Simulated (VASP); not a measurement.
# Na16H (a cell with a defect) in VASP: a series of runs, part 2 of 2

VASP 6.6.1. The steps go on from the part before.

## 3. Single point, PBE

INCAR reads:

```
ALGO     = Normal         # electronic algorithm
EDIFF    = 1E-6           # SCF threshold, eV
ENCUT    = 520            # plane-wave cutoff, eV
GGA      = PE             # functional
ISIF     = 2              # what is computed and relaxed
ISMEAR   = 0              # smearing method
LASPH    = True           # aspherical terms in the spheres
LCHARG   = False          # write CHGCAR
LREAL    = Auto         
LWAVE    = False          # write WAVECAR
NBANDS   = 70             # bands
NELM     = 80             # most SCF steps
PREC     = Accurate       # precision mode
SIGMA    = 0.15           # smearing width, eV
```

KPOINTS reads:

```
k-points
0
Gamma
  2 2 2
```

POSCAR reads:

```
Na16H
1.0
    8.4600000000      0.0000000000      0.0000000000
    0.0000000000      8.4600000000      0.0000000000
    0.0000000000      0.0000000000      8.4600000000
Na H
16 1
Direct
    0.0123869062     -0.0006147868     -0.0191012737
    0.4884685770     -0.0006160262     -0.0189585716
    0.0130829778      0.4996826548      0.0121171907
   -0.0176898654     -0.0004685979      0.5061633012
    0.2501916970      0.2371084577      0.2577363450
    0.4875104216      0.4996829258      0.0121225353
    0.5183134648     -0.0004506298      0.5062902011
    0.7503316781      0.2323518128      0.2429019160
   -0.0119751081      0.4997021779      0.4924180173
    0.2501842533      0.7619686575      0.2576959288
    0.2502378890      0.2612354176      0.7369623526
    0.5126357536      0.4996956543      0.4923708758
    0.7503502867      0.7667344837      0.2430400450
    0.7504525800      0.2613878822      0.7690087293
    0.2502370925      0.7379444749      0.7369415847
    0.7504525631      0.7375125781      0.7691328990
    0.7501625928     -0.0005321268      0.3741123736
```

Potentials or basis: VASP PAW PBE potentials, release 64 (Na_pv, H).

The run is started by

```
$ cat potpaw_PBE.64/Na_pv/POTCAR potpaw_PBE.64/H/POTCAR > POTCAR
$ mpirun -np 1 vasp_std > vasp.out
```

OUTCAR:

```text
EDIFF = 1E-6
   ENCUT = 520
   GGA = PE
   ISIF = 2
   ISMEAR = 0
   LASPH = True
   LREAL = Auto
   NELM = 80
   PREC = Accurate

 ion  position               nearest neighbor table
   1  0.012  0.999  0.981-
   2  0.488  0.999  0.981-
   3  0.013  0.500  0.012-
   4  0.982  1.000  0.506-
   5  0.250  0.237  0.258-
   6  0.488  0.500  0.012-
[... 9 lines left out ...]
  16  0.750  0.738  0.769-
  17  0.750  0.999  0.374-

  LATTYP: Found a simple cubic cell.
 ALAT       =     8.4600000000

  Lattice vectors:

 A1 = (   8.4600000000,   0.0000000000,   0.0000000000)
 A2 = (   0.0000000000,   8.4600000000,   0.0000000000)
 A3 = (   0.0000000000,   0.0000000000,   8.4600000000)

Analysis of symmetry for initial positions (statically):
=====================================================================
 Subroutine PRICEL returns:
 Original cell was already a primitive cell.

 Routine SETGRP: Setting up the symmetry group for a
 simple cubic supercell.

 Subroutine GETGRP returns: Found  1 space group operations
 (whereof  1 operations were pure point group operations)
 out of a pool of 48 trial point group operations.

The static configuration has the point symmetry C_1 .

Analysis of symmetry for dynamics (positions and initial velocities):
=====================================================================
 Subroutine PRICEL returns:
 Original cell was already a primitive cell.

 Routine SETGRP: Setting up the symmetry group for a
 simple cubic supercell.

 Subroutine GETGRP returns: Found  1 space group operations
 (whereof  1 operations were pure point group operations)
 out of a pool of 48 trial point group operations.

The dynamic configuration has the point symmetry C_1 .
[... 131 lines left out ...]
     AMIX     =   0.40;   BMIX     =  1.00
     AMIX_MAG =   1.60;   BMIX_MAG =  1.00
  volume/ion in A,a.u.               =      35.62       240.36
  Fermi-wavevector in a.u.,A,eV,Ry     =   0.935543  1.767921 11.908383  0.875241
  Thomas-Fermi vector in A             =   2.062462
   LORBIT       =      0    0 simple, 1 ext, 2 COOP (PROOUT), +10 PAW based schemes
   GGA     = PE    functional components
   LHFCALC =     F    Hartree Fock is set to
   AEXX    =    0.0000 exact exchange contribution
   IVDW    =     0    specifies the selected vdW correction
   LEPSILON=     F    determine dielectric tensor
   LRPA    =     F    only Hartree local field effects (RPA)
 non-spin polarized calculation
 Gauss-broadening in eV      SIGMA  =   0.15
  energy-cutoff  :      520.00
  volume of cell :      605.50
 maximum number of plane-waves:     16384
 NGX is ok and might be reduce to    64
   NGX = 31   NGY = 31   NGZ = 31

 number of electron     113.0000019 magnetization

 Free energy of the ion-electron system (eV)
  ---------------------------------------------------
  ext. energy  EPLUGINS =         0.00000000
  ---------------------------------------------------
  free energy    TOTEN  =       -24.03547063 eV

  energy without entropy =      -23.82687802  energy(sigma->0) =      -23.93117432

 E-fermi :   0.1665     XC(G=0):  -6.4690

 val. band max:       -0.0018183434   @ k =   0.0000   0.0000   0.0000
 cond. band min:       0.1969483240   @ k =   0.0000   0.5000   0.5000
 fundamental gap:      0.1987666674
 Fermi energy:         0.1665230552

 k-point     1 :       0.0000    0.0000    0.0000
  band No.  band energies     occupation
      1     -24.6875      2.00000
      2     -24.6865      2.00000
      3     -24.6836      2.00000
      4     -24.6831      2.00000
      5     -24.6812      2.00000
      6     -24.6780      2.00000
[... 557 lines left out ...]
     67       2.5041      0.00000
     68       2.5059      0.00000
 [bands above 68 left out]

------------------------ aborting loop because EDIFF is reached ----------------------------------------

  FORCE on cell =-STRESS in cart. coord.  units (eV):
  Direction    XX          YY          ZZ          XY          YZ          ZX
  --------------------------------------------------------------------------------------
  -------------------------------------------------------------------------------------
  Total       -0.3944997     -0.4103871     -0.3588821      0.0000972      0.0019913     -0.0010413
  in kB       -1.0438694     -1.0859084     -0.9496230      0.0002571      0.0052690     -0.0027553
  external PRESSURE =      -1.0264669 kB  Pullay stress =       0.0000000 kB

 VOLUME and BASIS-vectors are now :
 -----------------------------------------------------------------------------
  energy-cutoff  :      520.00
  volume of cell :      605.50
      direct lattice vectors                 reciprocal lattice vectors
     8.460000000  0.000000000  0.000000000     0.118203310  0.000000000  0.000000000
     0.000000000  8.460000000  0.000000000     0.000000000  0.118203310  0.000000000
     0.000000000  0.000000000  8.460000000     0.000000000  0.000000000  0.118203310

 POSITION                                       TOTAL-FORCE (eV/Angst)
 -----------------------------------------------------------------------------------
      0.10479      8.45480      8.29840        -0.001774      0.000764      0.002072
      4.13244      8.45479      8.29961         0.001063      0.000639      0.001050
      0.11068      4.22732      0.10251        -0.000194     -0.000480      0.000774
      8.31034      8.45604      4.28214         0.000651     -0.000349     -0.001578
      2.11662      2.00594      2.18045         0.000506      0.001895     -0.003467
      4.12434      4.22732      0.10256         0.000013     -0.000449      0.000708
[... 9 lines left out ...]
      6.34883      6.23936      6.50686        -0.000511      0.001928     -0.002423
      6.34638      8.45550      3.16499         0.001362      0.001668     -0.001417
 -----------------------------------------------------------------------------------
    total drift:                               -0.001086     -0.000087      0.000765

  FREE ENERGIE OF THE ION-ELECTRON SYSTEM (eV)
  ---------------------------------------------------
  free  energy   TOTEN  =       -24.0354706253 eV

  energy  without entropy=      -23.8268780245  energy(sigma->0) =      -23.93117432
```

OSZICAR:

```text
N       E                     dE             d eps       ncg     rms          rms(c)
DAV:   1     0.101241782816E+04    0.10124E+04   -0.58273E+04  1240   0.159E+03
DAV:   2     0.412001407071E+02   -0.97122E+03   -0.95698E+03  1120   0.450E+02
DAV:   3    -0.231978809977E+02   -0.64398E+02   -0.63301E+02  1266   0.147E+02
DAV:   4    -0.249307825948E+02   -0.17329E+01   -0.17218E+01  1212   0.226E+01
DAV:   5    -0.249699891742E+02   -0.39207E-01   -0.39202E-01  1220   0.378E+00    0.395E+00
DAV:   6    -0.241677967158E+02    0.80219E+00   -0.82663E-01  1180   0.265E+00    0.154E+00
DAV:   7    -0.240304915990E+02    0.13731E+00   -0.41218E-01  1170   0.175E+00    0.533E-01
DAV:   8    -0.240344019138E+02   -0.39103E-02   -0.30971E-02  1208   0.685E-01    0.303E-01
DAV:   9    -0.240354861935E+02   -0.10843E-02   -0.54607E-03  1336   0.309E-01    0.461E-02
DAV:  10    -0.240354634838E+02    0.22710E-04   -0.58518E-04  1226   0.123E-01    0.185E-02
DAV:  11    -0.240354717770E+02   -0.82932E-05   -0.82528E-05  1138   0.615E-02    0.114E-02
DAV:  12    -0.240354703088E+02    0.14683E-05   -0.22271E-05  1226   0.203E-02    0.531E-03
DAV:  13    -0.240354706253E+02   -0.31652E-06   -0.35102E-06   840   0.732E-03
   1 F= -.24035471E+02 E0= -.23931174E+02  d E =-.208593E+00
```

It took 9.7 min on 1 thread of Intel Xeon 8259CL, shared host; peak memory 0.64 GiB.

Results:

| Quantity | Value |
| --- | --- |
| Free energy | -24.0355 eV |
| Pressure | -0.1 GPa |
| Largest force | 0.004 eV/Å |
| Band gap on the k mesh | zero (an odd number of electrons rules out a gap without spin polarisation) |

Forces in eV/Å, atoms in the order of the input:
```
Na  -0.002  0.001  0.002
Na   0.001  0.001  0.001
Na   0.000  0.000  0.001
Na   0.001  0.000 -0.002
Na   0.001  0.002 -0.003
Na   0.000  0.000  0.001
Na  -0.002  0.000 -0.001
Na   0.000 -0.001  0.003
Na   0.001 -0.001  0.002
Na   0.000 -0.001 -0.003
Na   0.000  0.002  0.000
Na  -0.002 -0.001  0.003
Na   0.000 -0.001  0.002
Na   0.000 -0.001 -0.001
Na   0.000 -0.002  0.000
Na  -0.001  0.002 -0.002
H    0.001  0.002 -0.001
```

Caveat: the k points lie up to 0.37 Å⁻¹ apart, too coarse for converged energies and pressures of a metal.

## 4. Single point, PBE

INCAR reads:

```
SYSTEM = Na16H
ALGO     = Normal         ! electronic algorithm
EDIFF    = 1E-7           ! SCF threshold, eV
ENCUT    = 520            ! plane-wave cutoff, eV
GGA      = PE             ! functional
ISIF     = 2              ! what is computed and relaxed
ISMEAR   = 0              ! smearing method
LASPH    = .True.         ! aspherical terms in the spheres
LCHARG   = .False.        ! write CHGCAR
LREAL    = Auto         
LWAVE    = .False.        ! write WAVECAR
NBANDS   = 70             ! bands
NELM     = 60             ! most SCF steps
PREC     = Accurate       ! precision mode
SIGMA    = 0.15           ! smearing width, eV
```

KPOINTS reads:

```
k-points
0
Gamma
  2 2 2
  0 0 0
```

POSCAR reads:

```
Na16H
1.0
    8.4600000000      0.0000000000      0.0000000000
    0.0000000000      8.4600000000      0.0000000000
    0.0000000000      0.0000000000      8.4600000000
Na H
16 1
Direct
    0.0054063830      0.0004134752      0.0171773050
    0.4822029551      0.0002553191     -0.0101212766
   -0.0055843972      0.5001648936      0.0112555556
    0.0049869976      0.0003911348      0.4828204492
    0.2683975177      0.2608468085      0.2503315603
    0.5109879433      0.5001008274     -0.0118691489
    0.4820997636      0.0002542553      0.5105959811
    0.7438216312      0.2345956265      0.2504628842
   -0.0056463357      0.5001602837      0.4891039007
    0.2683436170      0.7394687943      0.2503332151
    0.2378131206      0.2606225768      0.7501212766
    0.5109920804      0.5000976359      0.5123437352
    0.7435226950      0.7653466903      0.2504865248
    0.7561500000      0.2388322695      0.7501679669
    0.2378260047      0.7397715130      0.7501241135
    0.7560693853      0.7614358156      0.7501715130
    0.8734251773      0.0000314421      0.2497234043
```

The run is started by

```
$ cat potpaw_PBE.64/Na_pv/POTCAR potpaw_PBE.64/H/POTCAR > POTCAR
$ mpirun -np 1 vasp_std > vasp.out
```

It took 13 min on 1 thread of Intel Xeon 8259CL, shared host; peak memory 0.64 GiB.

It converged, with:

```yaml
Free_energy: -24.0356 eV
Pressure: -0.1 GPa
Largest_force: 0.012 eV/Å
Band_gap_on_the_k_mesh: zero (an odd number of electrons rules out a gap without spin polarisation)
```

Forces in eV/Å, atoms in the order of the input:
```
Na  -0.005 -0.002  0.003
Na   0.000  0.000 -0.002
Na  -0.002  0.000  0.001
Na  -0.003 -0.002 -0.002
Na  -0.001  0.002  0.000
Na  -0.001  0.000  0.001
Na   0.000  0.000  0.003
Na   0.005 -0.004 -0.002
Na  -0.001  0.000  0.000
Na  -0.001 -0.001  0.000
Na   0.002  0.001  0.000
Na  -0.001  0.000  0.000
Na   0.008  0.008 -0.002
Na   0.000  0.000  0.000
Na   0.002 -0.001  0.000
Na   0.001  0.000  0.000
H   -0.004 -0.001  0.003
```

Levels at points of the mesh, in eV from the Fermi level:
```
           k point  band 54  band 55  band 56  band 57  band 58  band 59
(0.00, 0.00, 0.00)    -0.99    -0.96    -0.17     0.85     0.87     0.87
(0.50, 0.00, 0.00)    -0.48    -0.47    -0.46    -0.46    -0.44     0.50
(0.00, 0.50, 0.00)    -0.47    -0.46    -0.46    -0.46    -0.44     0.52
(0.00, 0.00, 0.50)    -0.47    -0.46    -0.46    -0.45    -0.44     0.52
(0.50, 0.50, 0.00)     0.03     0.03     0.04     0.04     0.05     0.06
(0.00, 0.50, 0.50)     0.05     0.05     0.05     0.05     0.05     0.05
(0.50, 0.00, 0.50)     0.03     0.03     0.04     0.04     0.05     0.06
(0.50, 0.50, 0.50)    -1.51    -1.49    -1.49     0.15     2.28     2.28
```

Caveat: the k points lie up to 0.37 Å⁻¹ apart, too coarse for converged energies and pressures of a metal.

The gap in the log of VASP goes by the Fermi energy; the results here count the filled bands.